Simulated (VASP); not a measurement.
# In (I4/mmm) in VASP: a series of runs

In is run at these levels: PBEsol; tasks: single point.

Program: VASP 6.6.1. These are calculated values, not measurements. Logs are shortened: lines on timing, memory, paths and dates and some standing lists are left out, and cuts for length are marked.

### 1 The cell of the first run

The structure is tetragonal, space group I4/mmm (No. 139). The conventional cell has a = 3.817 Å, b = 3.817 Å, c = 3.664 Å, α = 90.00°, β = 90.00°, γ = 90.00°. In (site symmetry 4/mmm) has 14 In at 3.26 to 3.82 Å within 4.3 Å.

### 2 Single point, PBEsol

INCAR reads:

```
SYSTEM = In
PREC     = Accurate       ! precision mode
ENCUT    = 520            ! plane-wave cutoff, eV
EDIFF    = 1E-7           ! SCF threshold, eV
ISMEAR   = 0              ! smearing method
SIGMA    = 0.15           ! smearing width, eV
LREAL    = .False.        ! projectors in reciprocal space
LASPH    = .True.         ! aspherical terms in the spheres
NELM     = 80             ! most SCF steps
ALGO     = Fast           ! electronic algorithm
ISIF     = 2              ! what is computed and relaxed
LWAVE    = .False.        ! write WAVECAR
LCHARG   = .False.        ! write CHGCAR
GGA      = PS             ! functional
NBANDS   = 12             ! bands
```

KPOINTS reads:

```
Automatic mesh
0
Gamma
  20 20 20
  0 0 0
```

POSCAR reads:

```
In
1.0
   -1.9083164619      1.9083164619      1.8319838034
    1.9083164619     -1.9083164619      1.8319838034
    1.9083164619      1.9083164619     -1.8319838034
In
1
Direct
    0.0000000000      0.0000000000      0.0000000000
```

Potentials or basis: VASP PAW PBE potentials, release 64 (In_d).

Run with:

```sh
cat potpaw_PBE.64/In_d/POTCAR > POTCAR
mpirun -np 1 vasp_std > vasp.out
```

OUTCAR:

```text
SYSTEM = In
   PREC = Accurate
   ENCUT = 520
   EDIFF = 1E-7
   ISMEAR = 0
   LREAL = .False.
   LASPH = .True.
   NELM = 80
   ISIF = 2
   GGA = PS

 ion  position               nearest neighbor table
   1  0.000  0.000  0.000-

  LATTYP: Found a body centered tetragonal cell.
 ALAT       =     3.8166329238
 C/A-ratio  =     0.9600000000

  Lattice vectors:

 A1 = (  -1.9083164619,   1.9083164619,   1.8319838034)
 A2 = (   1.9083164619,  -1.9083164619,   1.8319838034)
 A3 = (   1.9083164619,   1.9083164619,  -1.8319838034)

Analysis of symmetry for initial positions (statically):
=====================================================================
 Subroutine PRICEL returns:
 Original cell was already a primitive cell.

 Routine SETGRP: Setting up the symmetry group for a
 body centered tetragonal supercell.

 Subroutine GETGRP returns: Found 16 space group operations
 (whereof 16 operations were pure point group operations)
 out of a pool of 16 trial point group operations.

The static configuration has the point symmetry D_4h.

Analysis of symmetry for dynamics (positions and initial velocities):
=====================================================================
 Subroutine PRICEL returns:
 Original cell was already a primitive cell.

 Routine SETGRP: Setting up the symmetry group for a
 body centered tetragonal supercell.

 Subroutine GETGRP returns: Found 16 space group operations
 (whereof 16 operations were pure point group operations)
 out of a pool of 16 trial point group operations.

The dynamic configuration has the point symmetry D_4h.

 Subroutine INISYM returns: Found 16 space group operations
 (whereof 16 operations are pure point group operations),
 and found     1 'primitive' translations

----------------------------------------------------------------------------------------

                                     Primitive cell

  volume of cell :      26.6859

  direct lattice vectors                    reciprocal lattice vectors
    -1.908316462  1.908316462  1.831983803     0.000000000  0.262011050  0.272928177
     1.908316462 -1.908316462  1.831983803     0.262011050  0.000000000  0.272928177
     1.908316462  1.908316462 -1.831983803     0.262011050  0.262011050  0.000000000

  length of vectors
     3.261825883  3.261825883  3.261825883     0.378337918  0.378337918  0.370539580

  position of ions in fractional coordinates (direct lattice)
     0.000000000  0.000000000  0.000000000
[... 77 lines left out ...]
   LREAL  =      F    real-space projection
   EDIFFG = 0.1E-05   stopping-criterion for IOM
   NSW    =      0    number of steps for IOM
   IBRION =     -1    ionic relax: 0-MD 1-quasi-New 2-CG
   NFREE  =      0    steps in history (QN), initial steepest desc. (CG)
   ISIF   =      2    stress and relaxation
   ISYM   =      2    0-nonsym 1-usesym 2-fastsym
   POTIM  = 0.5000    time-step for ionic-motion
   TEBEG  =    0.0;   TEEND  =   0.0 temperature during run
   PSTRESS=    0.0 pullay stress
   NELECT =      13.0000    total number of electrons
   NUPDOWN=      -1.0000    fix difference up-down
   EMIN   =  10.00;   EMAX   =-10.00  energy-range for DOS
   EFERMI =   0.00;   METHOD = LEGACY
   ISMEAR =     0;   SIGMA  =   0.15  broadening in eV -4-tet -1-fermi 0-gaus
   EFERMI_NEDOS =   21; number of points for ismear=-14 and -15
   IALGO  =     68    algorithm
   IMIX   =      4    mixing-type and parameters
     AMIX     =   0.40;   BMIX     =  1.00
     AMIX_MAG =   1.60;   BMIX_MAG =  1.00
  volume/ion in A,a.u.               =      26.69       180.09
  Fermi-wavevector in a.u.,A,eV,Ry     =   1.288136  2.434225 22.576080  1.659295
  Thomas-Fermi vector in A             =   2.420108
   LORBIT       =      0    0 simple, 1 ext, 2 COOP (PROOUT), +10 PAW based schemes
   GGA     = PS    functional components
   LHFCALC =     F    Hartree Fock is set to
   AEXX    =    0.0000 exact exchange contribution
   IVDW    =     0    specifies the selected vdW correction
   LEPSILON=     F    determine dielectric tensor
   LRPA    =     F    only Hartree local field effects (RPA)
 non-spin polarized calculation
 RMM-DIIS sequential band-by-band and
 Gauss-broadening in eV      SIGMA  =   0.15
  energy-cutoff  :      520.00
  volume of cell :       26.69
 maximum number of plane-waves:       733
   NGX = 13   NGY = 13   NGZ = 13

 number of electron      13.0000003 magnetization

 Free energy of the ion-electron system (eV)
  ---------------------------------------------------
  ext. energy  EPLUGINS =         0.00000000
  ---------------------------------------------------
  free energy    TOTEN  =        -2.96887979 eV

  energy without entropy =       -2.96346662  energy(sigma->0) =       -2.96617320

 E-fermi :   7.1246     XC(G=0): -10.3126

 val. band max:        7.1206195224   @ k =   0.2500   0.2500   0.2500
 cond. band min:       7.1256235604   @ k =   0.3000   0.2500   0.1500
 fundamental gap:      0.0050040381
 Fermi energy:         7.1246292046

 k-point     1 :       0.0000    0.0000    0.0000
  band No.  band energies     occupation
      1      -7.4559      2.00000
      2      -7.4223      2.00000
      3      -7.4223      2.00000
      4      -7.1865      2.00000
      5      -7.1538      2.00000
      6      -2.2905      2.00000
      7      17.8190      0.00000
      8      17.8190      0.00000
      9      18.2621      0.00000
     10      19.9961      0.00000
     11      19.9961      0.00000
     12      20.4571      0.00000
[... 331 lines left out ...]
 k-point    24 :      -0.3500    0.0500    0.0000
  band No.  band energies     occupation
      1      -7.5170      2.00000
      2      -7.4296      2.00000
      3      -7.1925      2.00000
      4      -7.1719      2.00000
      5      -7.1252      2.00000
      6       0.2324      2.00000
      7       8.5887      0.00000
      8      13.2187      0.00000
      9      14.5867      0.00000
     10      17.3956      0.00000
     11      18.1622      0.00000
     12      22.2755      0.00000

 [... further k-points ...]
[... 5 lines left out ...]
  --------------------------------------------------------------------------------------
  -------------------------------------------------------------------------------------
  Total       -0.2166075     -0.2166075     -0.2276683      0.0000000     -0.0000000      0.0000000
  in kB      -13.0047397    -13.0047397    -13.6688083      0.0000000     -0.0000000      0.0000000
  external PRESSURE =     -13.2260959 kB  Pullay stress =       0.0000000 kB

 VOLUME and BASIS-vectors are now :
 -----------------------------------------------------------------------------
  energy-cutoff  :      520.00
  volume of cell :       26.69
      direct lattice vectors                 reciprocal lattice vectors
    -1.908316462  1.908316462  1.831983803     0.000000000  0.262011050  0.272928177
     1.908316462 -1.908316462  1.831983803     0.262011050  0.000000000  0.272928177
     1.908316462  1.908316462 -1.831983803     0.262011050  0.262011050  0.000000000

 POSITION                                       TOTAL-FORCE (eV/Angst)
 -----------------------------------------------------------------------------------
      0.00000      0.00000      0.00000         0.000000     -0.000000      0.000000
 -----------------------------------------------------------------------------------
    total drift:                                0.000000      0.000000     -0.000000

  FREE ENERGIE OF THE ION-ELECTRON SYSTEM (eV)
  ---------------------------------------------------
  free  energy   TOTEN  =        -2.9688797872 eV

  energy  without entropy=       -2.9634666221  energy(sigma->0) =       -2.96617320
```

stdout:

```text
POSCAR found type information on POSCAR In
 POSCAR found :  1 types and       1 ions
 scaLAPACK will be used
 -----------------------------------------------------------------------------
|                                                                             |
|                                                                             |
|     You enforced a specific xc type in the INCAR file but a different       |
[... 20 lines left out ...]
WARNING in EDDRMM: call to ZHEGV failed, returncode =   6  3     11
WARNING in EDDRMM: call to ZHEGV failed, returncode =   8  4     12
WARNING in EDDRMM: call to ZHEGV failed, returncode =   8  4     10
WARNING in EDDRMM: call to ZHEGV failed, returncode =   8  4     11
WARNING in EDDRMM: call to ZHEGV failed, returncode =   8  4     11
WARNING in EDDRMM: call to ZHEGV failed, returncode =   8  4     10
WARNING in EDDRMM: call to ZHEGV failed, returncode =   8  4     12
```

It took 1.9 min on 1 thread of Intel Xeon Platinum 8488C (Sapphire Rapids), shared host; peak memory 0.3 GiB.

What came out:

| Property | Result |
| --- | --- |
| Free energy | -2.9689 eV |
| Pressure | -1.3 GPa |

Caveat: the PAW data sets were made with another functional, which shifts forces and pressure a little; spin-orbit coupling is left out, which moves the levels of the heavy elements.

### 3 Single point, PBEsol

INCAR reads:

```
SYSTEM = In
PREC     = Accurate       ! precision mode
ENCUT    = 520            ! plane-wave cutoff, eV
EDIFF    = 1E-6           ! SCF threshold, eV
ISMEAR   = 0              ! smearing method
SIGMA    = 0.15           ! smearing width, eV
LREAL    = .FALSE.        ! projectors in reciprocal space
LASPH    = .TRUE.         ! aspherical terms in the spheres
NELM     = 80             ! most SCF steps
ALGO     = Fast           ! electronic algorithm
ISIF     = 2              ! what is computed and relaxed
LWAVE    = .FALSE.        ! write WAVECAR
LCHARG   = .FALSE.        ! write CHGCAR
GGA      = PS             ! functional
NBANDS   = 12             ! bands
```

KPOINTS reads:

```
Automatic mesh
0
G
  20 20 20
  0 0 0
```

POSCAR reads:

```
In
1.0
   -1.8521566192      1.8521566192      1.9447644502
    1.8521566192     -1.8521566192      1.9447644502
    1.8521566192      1.8521566192     -1.9447644502
In
1
Direct
    0.0000000000      0.0000000000      0.0000000000
```

Potentials or basis: VASP PAW PBE potentials, release 64 (In_d).

Run with:

```sh
cat potpaw_PBE.64/In_d/POTCAR > POTCAR
mpirun -np 1 vasp_std > vasp.out
```

Run time: 90 s. Hardware: 1 thread of Intel Xeon Platinum 8488C (Sapphire Rapids), shared host; peak memory 0.3 GiB.

The run converged. Its results:

- Free energy: -2.9690 eV
- Pressure: -1.3 GPa

Stress tensor (GPa, compression positive):
```
-1.39  0.00  0.00
 0.00 -1.39  0.00
 0.00  0.00 -1.26
```

Levels at points of the mesh, in eV from the Fermi level:
```
           k point  band 4  band 5  band 6  band 7  band 8  band 9
(0.00, 0.00, 0.00)  -14.31  -14.27   -9.41   10.64   10.93   10.93
(0.50, 0.00, 0.00)  -14.28  -14.13   -4.03   -3.16    6.07    7.55
(0.50, 0.50, 0.00)  -14.28  -14.12   -3.69   -3.00    5.40    6.70
(0.50, 0.50, 0.50)  -14.16  -14.16    0.63    0.78    1.60    1.60
```

Caveat: the PAW data sets were made with another functional, which shifts forces and pressure a little; spin-orbit coupling is left out, which moves the levels of the heavy elements.
